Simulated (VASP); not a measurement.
# P (Fd-3m) in VASP: single point with PBE

Aim: the single point of P with PBE.

Program: VASP 6.6.1. These are calculated values, not measurements. Logs are shortened: lines on timing, memory, paths and dates and some standing lists are left out, and cuts for length are marked.

**1. The cell of the first run**

The structure is cubic, space group Fd-3m (No. 227). Conventional cell: a = 6.312 Å, b = 6.312 Å, c = 6.312 Å, α = 90.00°, β = 90.00°, γ = 90.00°. P (site symmetry -43m) has 4 P at 2.73 Å within 3.6 Å.

**2. Single point, PBE**

Contents of INCAR:

```
SYSTEM = P
PREC = Accurate
ENCUT = 520
EDIFF = 1E-6
ISMEAR = 0
SIGMA = 0.1
LREAL = .False.
LASPH = .True.
NELM = 100
ALGO = Normal
ISIF = 2
LWAVE = .False.
LCHARG = .True.
GGA = PE
LELF = .True.
LVHAR = .True.
NBANDS = 12
```

Contents of KPOINTS:

```
Automatic mesh
0
Gamma
  6 6 6
  0 0 0
```

Contents of POSCAR:

```
P
1.0
    0.0000000000      3.1559886380      3.1559886380
    3.1559886380      0.0000000000      3.1559886380
    3.1559886380      3.1559886380      0.0000000000
P
2
Direct
    0.5000000000      0.5000000000      0.5000000000
    0.7500000000      0.7500000000      0.7500000000
```

Potentials or basis: VASP PAW PBE potentials, release 64 (P).

Started as:

```sh
$ cat potpaw_PBE.64/P/POTCAR > POTCAR
$ mpirun -np 1 vasp_std > vasp.out
```

OUTCAR:

```text
SYSTEM = P
   PREC = Accurate
   ENCUT = 520
   EDIFF = 1E-6
   ISMEAR = 0
   LREAL = .False.
   LASPH = .True.
   NELM = 100
   ISIF = 2
   GGA = PE

 ion  position               nearest neighbor table
   1  0.500  0.500  0.500-   2 2.73   2 2.73   2 2.73   2 2.73
   2  0.750  0.750  0.750-   1 2.73   1 2.73   1 2.73   1 2.73

  LATTYP: Found a face centered cubic cell.
 ALAT       =     6.3119772760

  Lattice vectors:

 A1 = (   0.0000000000,   3.1559886380,   3.1559886380)
 A2 = (   3.1559886380,   0.0000000000,   3.1559886380)
 A3 = (   3.1559886380,   3.1559886380,   0.0000000000)

Analysis of symmetry for initial positions (statically):
=====================================================================
 Subroutine PRICEL returns:
 Original cell was already a primitive cell.

 Routine SETGRP: Setting up the symmetry group for a
 face centered cubic supercell.

 Subroutine GETGRP returns: Found 48 space group operations
 (whereof 24 operations were pure point group operations)
 out of a pool of 48 trial point group operations.

The static configuration has the point symmetry T_d .
 The point group associated with its full space group is O_h .

Analysis of symmetry for dynamics (positions and initial velocities):
=====================================================================
 Subroutine PRICEL returns:
 Original cell was already a primitive cell.

 Routine SETGRP: Setting up the symmetry group for a
 face centered cubic supercell.

 Subroutine GETGRP returns: Found 48 space group operations
 (whereof 24 operations were pure point group operations)
 out of a pool of 48 trial point group operations.

The dynamic configuration has the point symmetry T_d .
 The point group associated with its full space group is O_h .

 Subroutine INISYM returns: Found 48 space group operations
 (whereof 24 operations are pure point group operations),
 and found     1 'primitive' translations

----------------------------------------------------------------------------------------

                                     Primitive cell

  volume of cell :      62.8690

  direct lattice vectors                    reciprocal lattice vectors
     0.000000000  3.155988638  3.155988638    -0.158428961  0.158428961  0.158428961
     3.155988638  0.000000000  3.155988638     0.158428961 -0.158428961  0.158428961
     3.155988638  3.155988638  0.000000000     0.158428961  0.158428961 -0.158428961

  length of vectors
     4.463241935  4.463241935  4.463241935     0.274407009  0.274407009  0.274407009

[... 81 lines left out ...]
   PSTRESS=    0.0 pullay stress
   NELECT =      10.0000    total number of electrons
   NUPDOWN=      -1.0000    fix difference up-down
   EMIN   =  10.00;   EMAX   =-10.00  energy-range for DOS
   EFERMI =   0.00;   METHOD = LEGACY
   ISMEAR =     0;   SIGMA  =   0.10  broadening in eV -4-tet -1-fermi 0-gaus
   EFERMI_NEDOS =   21; number of points for ismear=-14 and -15
   IALGO  =     38    algorithm
   IMIX   =      4    mixing-type and parameters
     AMIX     =   0.40;   BMIX     =  1.00
     AMIX_MAG =   1.60;   BMIX_MAG =  1.00
  volume/ion in A,a.u.               =      31.43       212.13
  Fermi-wavevector in a.u.,A,eV,Ry     =   0.887012  1.676209 10.704927  0.786790
  Thomas-Fermi vector in A             =   2.008254
   LORBIT       =      0    0 simple, 1 ext, 2 COOP (PROOUT), +10 PAW based schemes
   GGA     = PE    functional components
   LHFCALC =     F    Hartree Fock is set to
   AEXX    =    0.0000 exact exchange contribution
   IVDW    =     0    specifies the selected vdW correction
   LEPSILON=     F    determine dielectric tensor
   LRPA    =     F    only Hartree local field effects (RPA)
 non-spin polarized calculation
 Gauss-broadening in eV      SIGMA  =   0.10
  energy-cutoff  :      520.00
  volume of cell :       62.87
 maximum number of plane-waves:      1711
 NGX is ok and might be reduce to    36
   NGX = 17   NGY = 17   NGZ = 17

 number of electron      10.0000001 magnetization

 Free energy of the ion-electron system (eV)
  ---------------------------------------------------
  ext. energy  EPLUGINS =         0.00000000
  ---------------------------------------------------
  free energy    TOTEN  =        -8.74630857 eV

  energy without entropy =       -8.74439722  energy(sigma->0) =       -8.74535289

 E-fermi :   2.0734     XC(G=0):  -7.7522

 val. band max:        1.7126296367   @ k =  -0.3333   0.3333   0.1667
 cond. band min:       2.0789098100   @ k =   0.1667   0.1667   0.0000
 fundamental gap:      0.3662801734
 Fermi energy:         2.0734300964

 k-point     1 :       0.0000    0.0000    0.0000
  band No.  band energies     occupation
      1     -10.0362      2.00000
      2      -4.0036      2.00000
      3       0.0432      2.00000
      4       0.0432      2.00000
      5       0.0432      2.00000
      6       2.4774      0.00000
      7       2.4774      0.00000
      8       2.4774      0.00000
      9       7.4230      0.00000
     10       9.2980      0.00000
     11       9.2980      0.00000
     12      11.5831      0.00000
[... 211 lines left out ...]
 k-point    16 :      -0.3333    0.5000    0.1667
  band No.  band energies     occupation
      1      -7.8030      2.00000
      2      -7.8030      2.00000
      3      -1.6537      2.00000
      4      -1.6537      2.00000
      5       2.2484      0.01335
      6       2.2484      0.01335
      7       4.9043      0.00000
      8       4.9043      0.00000
      9       8.3629      0.00000
     10       8.3629      0.00000
     11      11.3303      0.00000
     12      11.3303      0.00000

------------------------ aborting loop because EDIFF is reached ----------------------------------------

  FORCE on cell =-STRESS in cart. coord.  units (eV):
  Direction    XX          YY          ZZ          XY          YZ          ZX
  --------------------------------------------------------------------------------------
  -------------------------------------------------------------------------------------
  Total       -4.0240885     -4.0240885     -4.0240885      0.0000000     -0.0000000      0.0000000
  in kB     -102.5514530   -102.5514530   -102.5514530      0.0000000     -0.0000000      0.0000000
  external PRESSURE =    -102.5514530 kB  Pullay stress =       0.0000000 kB

 VOLUME and BASIS-vectors are now :
 -----------------------------------------------------------------------------
  energy-cutoff  :      520.00
  volume of cell :       62.87
      direct lattice vectors                 reciprocal lattice vectors
     0.000000000  3.155988638  3.155988638    -0.158428961  0.158428961  0.158428961
     3.155988638  0.000000000  3.155988638     0.158428961 -0.158428961  0.158428961
     3.155988638  3.155988638  0.000000000     0.158428961  0.158428961 -0.158428961

 POSITION                                       TOTAL-FORCE (eV/Angst)
 -----------------------------------------------------------------------------------
      3.15599      3.15599      3.15599         0.000000      0.000000      0.000000
      4.73398      4.73398      4.73398        -0.000000     -0.000000     -0.000000
 -----------------------------------------------------------------------------------
    total drift:                                0.000000      0.000000      0.000000

  FREE ENERGIE OF THE ION-ELECTRON SYSTEM (eV)
  ---------------------------------------------------
  free  energy   TOTEN  =        -8.7463085689 eV

  energy  without entropy=       -8.7443972174  energy(sigma->0) =       -8.74535289
```

OSZICAR:

```text
N       E                     dE             d eps       ncg     rms          rms(c)
DAV:   1     0.289757642496E+02    0.28976E+02   -0.37484E+03   384   0.647E+02
DAV:   2    -0.691393850703E+01   -0.35890E+02   -0.34557E+02   564   0.110E+02
DAV:   3    -0.873952475860E+01   -0.18256E+01   -0.18193E+01   488   0.235E+01
DAV:   4    -0.876161000934E+01   -0.22085E-01   -0.22079E-01   480   0.331E+00
DAV:   5    -0.876202881351E+01   -0.41880E-03   -0.41879E-03   496   0.436E-01    0.339E+00
DAV:   6    -0.875267903473E+01    0.93498E-02   -0.27933E-03   464   0.383E-01    0.198E+00
DAV:   7    -0.874585580452E+01    0.68232E-02   -0.76967E-03   464   0.582E-01    0.127E-01
DAV:   8    -0.874623559094E+01   -0.37979E-03   -0.71370E-04   456   0.147E-01    0.214E-02
DAV:   9    -0.874629097859E+01   -0.55388E-04   -0.43383E-05   464   0.374E-02    0.122E-02
DAV:  10    -0.874630775712E+01   -0.16779E-04   -0.17433E-05   432   0.212E-02    0.789E-03
DAV:  11    -0.874630856892E+01   -0.81181E-06   -0.12144E-06   464   0.623E-03
   1 F= -.87463086E+01 E0= -.87453529E+01  d E =-.191135E-02
```

stdout:

```text
POSCAR found type information on POSCAR P
 POSCAR found :  1 types and       2 ions
 scaLAPACK will be used
 LDA part: xc-table for (Slater+PW92), standard interpolation
 POSCAR, INCAR and KPOINTS ok, starting setup
 FFT: planning ... GRIDC
 FFT: planning ... GRID_SOFT
 FFT: planning ... GRID
 WAVECAR not read
 entering main loop
```

Wall time 9.7 s (1 thread of Intel Xeon 6975P-C, shared host); peak memory 0.19 GiB.

Results:

| Property | Result |
| --- | --- |
| Free energy | -8.7463 eV |
| Pressure | -10.3 GPa |
| Band gap on the k mesh | zero (band 5 reaches 2.25 eV, above the bottom of band 6 at 1.53 eV) |
